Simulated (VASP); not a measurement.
Wanted: the native input for a VASP 6.6.1 run.

| Quantity | Value |
| --- | --- |
| Task | single point |
| Functional | r2SCAN |
| Potentials or basis | VASP PAW PBE potentials, release 64 (P) |
| Cutoff | 520 eV |
| k mesh | 10 × 1 × 8 |
| Occupations | gaussian, width 0.05 eV |
| Spin | no spin polarisation |
| Dipole correction | no |
| Further INCAR settings | ALGO = Normal; EDIFF = 1e-07; NBANDS = 18 |

The system is P, a slab with vacuum.

```xyz
4
Lattice="3.0901 0.0000 0.0000 0.0000 32.8017 0.0000 0.0000 0.0000 5.2308" Properties=species:S:1:pos:R:3 pbc="T T T"
P     0.0000   31.8262    3.0974
P     0.0000    0.9755    2.1334
P     1.5451    0.9755    0.4820
P     1.5451   31.8262    4.7487
```

This cell differs from its parent crystal: ratio of the length along z to the lengths across it x 1.2, volume and fractional coordinates fixed.

One way to write it, as run:

POSCAR

```
P
1.0
    3.0901060936      0.0000000000      0.0000000000
    0.0000000000     32.8017220214      0.0000000000
    0.0000000000      0.0000000000      5.2307503211
P
4
Direct
    0.0000000000      0.9702614300      0.5921507200
    0.0000000000      0.0297385700      0.4078492800
    0.5000000000      0.0297385700      0.0921507200
    0.5000000000      0.9702614300      0.9078492800
```

INCAR.step1

```
PREC = Accurate
ENCUT = 520
ISMEAR = 0
SIGMA = 0.05
LREAL = F
LASPH = T
NELM = 60
NBANDS = 18
GGA = PE
ALGO = Normal
EDIFF = 1E-4
LWAVE = T
LCHARG = F
```

INCAR.step2

```
PREC = Accurate
ENCUT = 520
EDIFF = 1E-7
ISMEAR = 0
SIGMA = 0.05
LREAL = F
LASPH = T
NELM = 60
ALGO = Normal
ISIF = 2
LWAVE = F
LCHARG = F
METAGGA = R2SCAN
LMIXTAU = T
NBANDS = 18
ISTART = 1
```

KPOINTS

```
regular mesh
0
Gamma
  10 1 8
```

Potentials or basis: VASP PAW PBE potentials, release 64 (P).

Command:

```sh
$ cat potpaw_PBE.64/P/POTCAR > POTCAR
$ cp INCAR.step1 INCAR
$ mpirun -np 1 vasp_std > vasp.out
$ cp INCAR.step2 INCAR
$ mpirun -np 1 vasp_std > vasp.out
```

Results of the run:

| Quantity | Value |
| --- | --- |
| Largest force | 1.881 eV/Å |
| Band gap on the k mesh | 0.92 eV (least direct gap 1.45 eV) |

Caveat: there is no dipole correction, which matters where the two faces differ; the PAW data sets were made with another functional, which shifts forces and pressure a little.

It took 15 min on 1 thread of Intel(R) Xeon(R) 6975P-C (Granite Rapids), on a shared host, peak memory 0.7 GiB.
